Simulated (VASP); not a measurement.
Crystal: Ge2P.

```
CELL_PARAMETERS angstrom
0.00000 2.88444 2.88444
2.88444 0.00000 2.88444
2.88444 2.88444 0.00000
ATOMIC_POSITIONS crystal
Ge 0.75000 0.75000 0.75000
Ge 0.25000 0.25000 0.25000
P 0.00000 0.00000 0.00000
```

| Item | Value |
| --- | --- |
| Program | VASP 6.6.1 |
| Task | relaxation of cell and atoms |
| Functional | PBE |
| Potentials or basis | VASP PAW PBE potentials, release 64 (Ge_d, P) |
| Cutoff | 600 eV |
| k mesh | 6 × 6 × 6 |
| Occupations | gaussian, width 0.1 eV |
| Spin | no spin polarisation |

At the start: pressure 20.0 GPa; volume 16.00 Å³/atom.

Question: Where does the relaxation end?

Answer: Over 3 steps the energy falls by 232.9 meV/atom and the volume is 20.37 Å³/atom (+27.3 %); space group Fm-3m (No. 225, to 0.05 Å).

Step by step:
```
step  energy change (eV)  largest force (eV/Å)  pressure (GPa)  volume (Å³)
   1              0.0000                0.0000           20.02        48.00
   2             -0.6882                0.0000           -1.73        63.27
   3             -0.6986                0.0000            0.16        61.11
```

Final structure:
```
CELL_PARAMETERS angstrom
0.00000 3.12633 3.12633
3.12633 0.00000 3.12633
3.12633 3.12633 0.00000
ATOMIC_POSITIONS crystal
Ge 0.75000 0.75000 0.75000
Ge 0.25000 0.25000 0.25000
P 0.00000 0.00000 0.00000
```

Caveat: the volume moved by over 15 % at a fixed basis, so the end points are rough.
